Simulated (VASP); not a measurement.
# MgO (P6_3mc) in VASP: a series of runs

Runs on MgO. Level: r2SCAN. Tasks: dielectric tensor.

Program: VASP 6.6.1. These are calculated values, not measurements. Logs are shortened: lines on timing, memory, paths and dates and some standing lists are left out, and cuts for length are marked.

**1. The cell of the first run**

The structure is hexagonal, space group P6_3mc (No. 186). Conventional cell: a = 3.288 Å, b = 3.288 Å, c = 4.934 Å, α = 90.00°, β = 90.00°, γ = 120.00°. Mg (site symmetry 3m) has 4 O at 1.96 to 1.98 Å within 2.6 Å. O (site symmetry 3m) has 4 Mg at 1.96 to 1.98 Å within 2.6 Å.

**2. Dielectric tensor, r2SCAN (uniaxial z strain -2.0%)**

INCAR

```
SYSTEM = MgO
  PREC = Accurate
  ENCUT = 520
  EDIFF = 1E-8
  ISMEAR = 0
  SIGMA = 0.01
  LREAL = .FALSE.
  LASPH = .TRUE.
  NELM = 60
  ALGO = Normal
  ISIF = 2
  LWAVE = .FALSE.
  LCHARG = .FALSE.
  METAGGA = R2SCAN
  LMIXTAU = .TRUE.
  LCALCEPS = .TRUE.
```

KPOINTS

```
regular mesh
0
G
  9 9 4
  0 0 0
```

POSCAR

```
MgO
1.0
    3.2882172281      0.0000000000      0.0000000000
   -1.6441086140      2.8476796527      0.0000000000
    0.0000000000      0.0000000000      4.9336789493
Mg O
2 2
Direct
    0.3333333333      0.6666666667     -0.0132222107
    0.6666666667      0.3333333333      0.4867777893
    0.3333333333      0.6666666667      0.3882222107
    0.6666666667      0.3333333333      0.8882222107
```

Potentials or basis: VASP PAW PBE potentials, release 64 (Mg, O).

Command:

```console
> cat potpaw_PBE.64/Mg/POTCAR potpaw_PBE.64/O/POTCAR > POTCAR
> mpirun -np 1 vasp_std > vasp.out
```

OUTCAR:

```text
SYSTEM = MgO
   PREC = Accurate
   ENCUT = 520
   EDIFF = 1E-8
   ISMEAR = 0
   LREAL = .FALSE.
   LASPH = .TRUE.
   NELM = 60
   ISIF = 2
   METAGGA = R2SCAN

 ion  position               nearest neighbor table
   1  0.333  0.667  0.987-   4 1.96   4 1.96   4 1.96   3 1.98   2 3.11   2 3.11   2 3.11   2 3.11
                             2 3.11   2 3.11
   2  0.667  0.333  0.487-   3 1.96   3 1.96   3 1.96   4 1.98   1 3.11   1 3.11   1 3.11   1 3.11
                             1 3.11   1 3.11
   3  0.333  0.667  0.388-   2 1.96   2 1.96   2 1.96   1 1.98
   4  0.667  0.333  0.888-   1 1.96   1 1.96   1 1.96   2 1.98

  LATTYP: Found a hexagonal cell.
 ALAT       =     3.2882172281
 C/A-ratio  =     1.5004115018

  Lattice vectors:

 A1 = (   3.2882172281,   0.0000000000,   0.0000000000)
 A2 = (  -1.6441086140,   2.8476796527,   0.0000000000)
 A3 = (   0.0000000000,   0.0000000000,   4.9336789493)

Analysis of symmetry for initial positions (statically):
=====================================================================
 Subroutine PRICEL returns:
 Original cell was already a primitive cell.

 Routine SETGRP: Setting up the symmetry group for a
 hexagonal supercell.

 Subroutine GETGRP returns: Found 12 space group operations
 (whereof  6 operations were pure point group operations)
 out of a pool of 24 trial point group operations.

The static configuration has the point symmetry C_3v.
 The point group associated with its full space group is C_6v.

Analysis of symmetry for dynamics (positions and initial velocities):
=====================================================================
 Subroutine PRICEL returns:
 Original cell was already a primitive cell.

 Routine SETGRP: Setting up the symmetry group for a
 hexagonal supercell.

 Subroutine GETGRP returns: Found 12 space group operations
 (whereof  6 operations were pure point group operations)
 out of a pool of 24 trial point group operations.

The dynamic configuration has the point symmetry C_3v.
 The point group associated with its full space group is C_6v.

 Subroutine INISYM returns: Found 12 space group operations
 (whereof  6 operations are pure point group operations),
 and found     1 'primitive' translations

----------------------------------------------------------------------------------------

[... 162 lines left out ...]
      9   10000.0000      0.00000
     10   10000.0000      0.00000
     11   10000.0000      0.00000
     12   10000.0000      0.00000
[... 331 lines left out ...]
 k-point    24 :       0.3333    0.3333    0.2500
  band No.  band energies     occupation
      1     -15.6034      2.00000
      2     -15.6034      2.00000
      3      -1.8144      2.00000
      4      -1.5630      2.00000
      5      -1.5630      2.00000
      6      -0.7480      2.00000
      7       0.1331      2.00000
      8       0.1331      2.00000
      9   10000.0000      0.00000
     10   10000.0000      0.00000
     11   10000.0000      0.00000
     12   10000.0000      0.00000

 [... further k-points ...]

------------------------ aborting loop because EDIFF is reached ----------------------------------------

            Ionic dipole moment: p[ion]=(     0.00000     0.00000    12.85607 ) |e| Angst

 Total electronic dipole moment: p[elc]=(     0.00000    -0.00000    -1.02051 ) |e| Angst

 MACROSCOPIC STATIC DIELECTRIC TENSOR (including local field effects)
 ------------------------------------------------------
           2.732975     0.000000    -0.000000
           0.000000     2.732975     0.000000
           0.000000    -0.000000     2.828296
 ------------------------------------------------------

 PIEZOELECTRIC TENSOR (including local field effects) (e Angst)
          XX          YY          ZZ          XY          YZ          ZX
  --------------------------------------------------------------------------------
  x    -0.00000     0.00000     0.00000    -0.00000     0.00000     0.19266
  y     0.00000     0.00000    -0.00000     0.00000     0.19266     0.00000
  z     0.09680     0.09680     0.10247     0.00000     0.00000     0.00000

 PIEZOELECTRIC TENSOR (including local field effects) (C/m^2)
          XX          YY          ZZ          XY          YZ          ZX
  --------------------------------------------------------------------------------
  x    -0.00000     0.00000     0.00000    -0.00000     0.00000     0.06681
  y     0.00000     0.00000    -0.00000     0.00000     0.06682     0.00000
  z     0.03357     0.03357     0.03554     0.00000     0.00000     0.00000

 BORN EFFECTIVE CHARGES (including local field effects) (in |e|, cummulative output)
 ---------------------------------------------------------------------------------
 ion    1
    1     1.79320     0.00000     0.00000
    2     0.00000     1.79320     0.00000
    3    -0.00000    -0.00000     1.91316
 ion    2
    1     1.79320     0.00000     0.00000
    2     0.00000     1.79320    -0.00000
    3     0.00000     0.00000     1.91316
 ion    3
    1    -1.79320    -0.00000     0.00000
    2    -0.00000    -1.79320    -0.00000
    3    -0.00000     0.00000    -1.91316
 ion    4
    1    -1.79320    -0.00000     0.00000
    2    -0.00000    -1.79320     0.00000
    3     0.00000     0.00000    -1.91316

  FORCE on cell =-STRESS in cart. coord.  units (eV):
  Direction    XX          YY          ZZ          XY          YZ          ZX
  --------------------------------------------------------------------------------------
  -------------------------------------------------------------------------------------
  Total        0.4633131      0.4633131      0.4951311      0.0000000      0.0000000      0.0000000
  in kB       16.0680289     16.0680289     17.1714998      0.0000000      0.0000000      0.0000000
  external PRESSURE =      16.4358525 kB  Pullay stress =       0.0000000 kB

 VOLUME and BASIS-vectors are now :
 -----------------------------------------------------------------------------
  energy-cutoff  :      520.00
  volume of cell :       46.20
      direct lattice vectors                 reciprocal lattice vectors
     3.288217228  0.000000000  0.000000000     0.304116161  0.175581547  0.000000000
    -1.644108614  2.847679653  0.000000000     0.000000000  0.351163095  0.000000000
     0.000000000  0.000000000  4.933678949     0.000000000  0.000000000  0.202688503

 POSITION                                       TOTAL-FORCE (eV/Angst)
 -----------------------------------------------------------------------------------
     -0.00000      1.89845      4.86844        -0.000000      0.000000      0.003420
      1.64411      0.94923      2.40161         0.000000      0.000000      0.003420
     -0.00000      1.89845      1.91536        -0.000000     -0.000000     -0.003420
      1.64411      0.94923      4.38220        -0.000000      0.000000     -0.003420
 -----------------------------------------------------------------------------------
    total drift:                                0.000000      0.000001      0.001849

  FREE ENERGIE OF THE ION-ELECTRON SYSTEM (eV)
  ---------------------------------------------------
  free  energy   TOTEN  =       -31.8402476892 eV

  energy  without entropy=      -31.8402476892  energy(sigma->0) =      -31.84024769
```

stdout:

```text
POSCAR found type information on POSCAR MgO
 POSCAR found :  2 types and       4 ions
 scaLAPACK will be used
 -----------------------------------------------------------------------------
|                                                                             |
[... 92 lines left out ...]
dp_tot=(  0.221E-07 -0.239E-07  0.464E-02 )  diag[e(oo)]=(    ---      ---    2.81599 )
 p_tot=(  0.134E-09 -0.775E-09  0.118E+02 )
dp_tot=(  0.228E-07 -0.243E-07  0.467E-02 )  diag[e(oo)]=(    ---      ---    2.82801 )
 p_tot=(  0.350E-09 -0.855E-09  0.118E+02 )
dp_tot=(  0.231E-07 -0.244E-07  0.468E-02 )  diag[e(oo)]=(    ---      ---    2.83132 )
 final diagonalization full
 p_tot=(  0.195E-09 -0.688E-09  0.118E+02 )
dp_tot=(  0.229E-07 -0.242E-07  0.467E-02 )  diag[e(oo)]=(    ---      ---    2.82830 )
```

Wall time 14 min (1 thread of Intel Xeon 6975P-C (Granite Rapids), shared host); peak memory 0.48 GiB.

What came out:

- Band gap on the k mesh: 4.24 eV
- Electronic dielectric tensor (diagonal): 2.73, 2.73, 2.83
- Born charges (mean of the diagonal): Mg +1.83; O -1.83 e

Electronic dielectric tensor:
```
2.73 0.00 0.00
0.00 2.73 0.00
0.00 0.00 2.83
```

Born effective charge tensors (e):
atom 1, Mg
```
1.79 0.00 0.00
0.00 1.79 0.00
0.00 0.00 1.91
```
atom 2, Mg
```
1.79 0.00 0.00
0.00 1.79 0.00
0.00 0.00 1.91
```
atom 3, O
```
-1.79  0.00  0.00
 0.00 -1.79  0.00
 0.00  0.00 -1.91
```
atom 4, O
```
-1.79  0.00  0.00
 0.00 -1.79  0.00
 0.00  0.00 -1.91
```

Dipole moments of the cell (e·Å, modulo the quantum): ionic 0.000, 0.000, 12.856; electronic 0.000, 0.000, -1.021

Caveat: the cell differs from its parent crystal (uniaxial z strain -2.0%); the structure was generated, so it needn't be the stable form of MgO; the PAW data sets were made with another functional, which shifts forces and pressure a little.

**3. Dielectric tensor, r2SCAN (uniaxial z strain -1.0%)**

INCAR

```
ALGO = Normal ; EDIFF = 1E-8
ENCUT = 520 ; ISIF = 2
ISMEAR = 0 ; LASPH = T
LCALCEPS = T ; LCHARG = F
LMIXTAU = T ; LREAL = F
LWAVE = F ; METAGGA = R2SCAN
NELM = 100 ; PREC = Accurate
SIGMA = 0.01
```

KPOINTS

```
k-points
0
Gamma
  9 9 4
```

POSCAR

```
MgO
1.0
    3.2882172281      0.0000000000      0.0000000000
   -1.6441086140      2.8476796527      0.0000000000
    0.0000000000      0.0000000000      4.9840226120
Mg O
2 2
Direct
    0.3333333333      0.6666666667     -0.0114163355
    0.6666666667      0.3333333333      0.4885836645
    0.3333333333      0.6666666667      0.3864163355
    0.6666666667      0.3333333333      0.8864163355
```

Potentials or basis: VASP PAW PBE potentials, release 64 (Mg, O).

Command:

```console
> cat potpaw_PBE.64/Mg/POTCAR potpaw_PBE.64/O/POTCAR > POTCAR
> mpirun -np 1 vasp_std > vasp.out
```

OUTCAR:

```text
EDIFF = 1E-8
   ENCUT = 520
   ISIF = 2
   ISMEAR = 0
   LASPH = T
   LREAL = F
   METAGGA = R2SCAN
   NELM = 100
   PREC = Accurate

 ion  position               nearest neighbor table
   1  0.333  0.667  0.989-   4 1.97   4 1.97   4 1.97   3 1.98   2 3.13   2 3.13   2 3.13   2 3.13
                             2 3.13   2 3.13
   2  0.667  0.333  0.489-   3 1.97   3 1.97   3 1.97   4 1.98   1 3.13   1 3.13   1 3.13   1 3.13
                             1 3.13   1 3.13
   3  0.333  0.667  0.386-   2 1.97   2 1.97   2 1.97   1 1.98
   4  0.667  0.333  0.886-   1 1.97   1 1.97   1 1.97   2 1.98

  LATTYP: Found a hexagonal cell.
 ALAT       =     3.2882172281
 C/A-ratio  =     1.5157218232

  Lattice vectors:

 A1 = (   3.2882172281,   0.0000000000,   0.0000000000)
 A2 = (  -1.6441086140,   2.8476796527,   0.0000000000)
 A3 = (   0.0000000000,   0.0000000000,   4.9840226120)

Analysis of symmetry for initial positions (statically):
=====================================================================
 Subroutine PRICEL returns:
 Original cell was already a primitive cell.
[... 571 lines left out ...]
  z     0.04002     0.04002     0.01317     0.00000     0.00000     0.00000

 BORN EFFECTIVE CHARGES (including local field effects) (in |e|, cummulative output)
 ---------------------------------------------------------------------------------
 ion    1
    1     1.79733     0.00000     0.00000
    2     0.00000     1.79733     0.00000
    3    -0.00000    -0.00000     1.90609
 ion    2
    1     1.79733     0.00000     0.00000
    2     0.00000     1.79733     0.00000
    3     0.00000     0.00000     1.90609
 ion    3
    1    -1.79733    -0.00000     0.00000
    2    -0.00000    -1.79733    -0.00000
    3     0.00000    -0.00000    -1.90609
 ion    4
    1    -1.79733    -0.00000     0.00000
    2    -0.00000    -1.79733     0.00000
    3    -0.00000     0.00000    -1.90609

  FORCE on cell =-STRESS in cart. coord.  units (eV):
  Direction    XX          YY          ZZ          XY          YZ          ZX
  --------------------------------------------------------------------------------------
  -------------------------------------------------------------------------------------
  Total        0.1329879      0.1329879      0.2072269      0.0000000      0.0000000      0.0000000
  in kB        4.5655299      4.5655299      7.1141842      0.0000000      0.0000000      0.0000000
  external PRESSURE =       5.4150813 kB  Pullay stress =       0.0000000 kB

 VOLUME and BASIS-vectors are now :
 -----------------------------------------------------------------------------
  energy-cutoff  :      520.00
  volume of cell :       46.67
      direct lattice vectors                 reciprocal lattice vectors
     3.288217228  0.000000000  0.000000000     0.304116161  0.175581547  0.000000000
    -1.644108614  2.847679653  0.000000000     0.000000000  0.351163095  0.000000000
     0.000000000  0.000000000  4.984022612     0.000000000  0.000000000  0.200641144

 POSITION                                       TOTAL-FORCE (eV/Angst)
 -----------------------------------------------------------------------------------
     -0.00000      1.89845      4.92712         0.000000     -0.000000     -0.000485
      1.64411      0.94923      2.43511        -0.000000      0.000000     -0.000485
     -0.00000      1.89845      1.92591        -0.000000      0.000000      0.000485
      1.64411      0.94923      4.41792         0.000000      0.000000      0.000485
 -----------------------------------------------------------------------------------
    total drift:                                0.000000      0.000001     -0.001282

  FREE ENERGIE OF THE ION-ELECTRON SYSTEM (eV)
  ---------------------------------------------------
  free  energy   TOTEN  =       -31.8457116523 eV

  energy  without entropy=      -31.8457116523  energy(sigma->0) =      -31.84571165
```

Run time: 12 min. Hardware: 1 thread of Intel Xeon 6975P-C (Granite Rapids), shared host; peak memory 0.48 GiB.

Results:

```
Band gap on the k mesh                  : 4.22 eV
Electronic dielectric tensor (diagonal) : 2.74, 2.74, 2.83
Born charges (mean of the diagonal)     : Mg +1.83; O -1.83 e
```

Levels at points of the mesh, in eV from the valence-band top:
```
           k point  band 4  band 5  band 6  band 7  band 8  band 9  band 10  band 11  band 12
(0.00, 0.00, 0.00)   -0.76   -0.76   -0.43   -0.43    0.00    4.22     9.49    11.28    15.19
(0.00, 0.00, 0.50)   -2.00   -0.60   -0.60   -0.60   -0.60    6.76     6.76    14.30    14.30
```

Electronic dielectric tensor:
```
2.74 0.00 0.00
0.00 2.74 0.00
0.00 0.00 2.83
```

Born effective charge tensors (e):
atom 1, Mg
```
1.80 0.00 0.00
0.00 1.80 0.00
0.00 0.00 1.91
```
atom 2, Mg
```
1.80 0.00 0.00
0.00 1.80 0.00
0.00 0.00 1.91
```
atom 3, O
```
-1.80  0.00  0.00
 0.00 -1.80  0.00
 0.00  0.00 -1.91
```
atom 4, O
```
-1.80  0.00  0.00
 0.00 -1.80  0.00
 0.00  0.00 -1.91
```

Dipole moments of the cell (e·Å, modulo the quantum): ionic 0.000, 0.000, 12.915; electronic 0.000, 0.000, -0.891

Caveat: the cell differs from its parent crystal (uniaxial z strain -1.0%); the structure was generated, so it needn't be the stable form of MgO; the PAW data sets were made with another functional, which shifts forces and pressure a little.
